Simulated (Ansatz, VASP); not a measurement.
**Ni: VASP beside Ansatz**

```
Ni
1.0
    -1.50319    1.50319    1.17249
     1.50319   -1.50319    1.17249
     1.50319    1.50319   -1.17249
Ni
1
Direct
  0.00000 0.00000 0.00000
```

Alike in both runs: task single point; functional PBEsol; k mesh 26 × 26 × 26; occupations gaussian, width 0.15 eV; collinear spin.

|  | VASP | Ansatz |
| --- | --- | --- |
| version | VASP 6.6.1 | Ansatz 0.2.0 |
| potentials or method | VASP PAW PBE potentials, release 64 (Ni), cutoff 520 eV | scalar-relativistic, plane waves, PAW |
| valence electrons in the cell | 10 | 18 |

Ansatz gave:

```
gap on the k mesh at the Fermi level (eV)                     : none
pressure (GPa)                                                : 0.7
traceless stress, the component that is largest in VASP (GPa) : 14.96
net moment per atom (μB)                                      : 0.59
size of the moment on the site where the two differ most (μB) : 0.63
```

Task: Which values does VASP return?

Result: gap on the k mesh at the Fermi level (eV): none; pressure (GPa): 0.6; traceless stress, the component that is largest in VASP (GPa): 14.80; net moment per atom (μB): 0.59; size of the moment on the site where the two differ most (μB): 0.59.

VASP's potentials were made for PBE, not for PBEsol. Site moments also hang on the region over which each program counts them. A gap of «none» marks a metal or a gap that the smearing closes. With one functional, cell and mesh, what is left measures potentials, basis and numerics. VASP's potentials hold 10 valence electrons a cell and Ansatz's 18, so a difference there can come from the potentials and not from the codes.
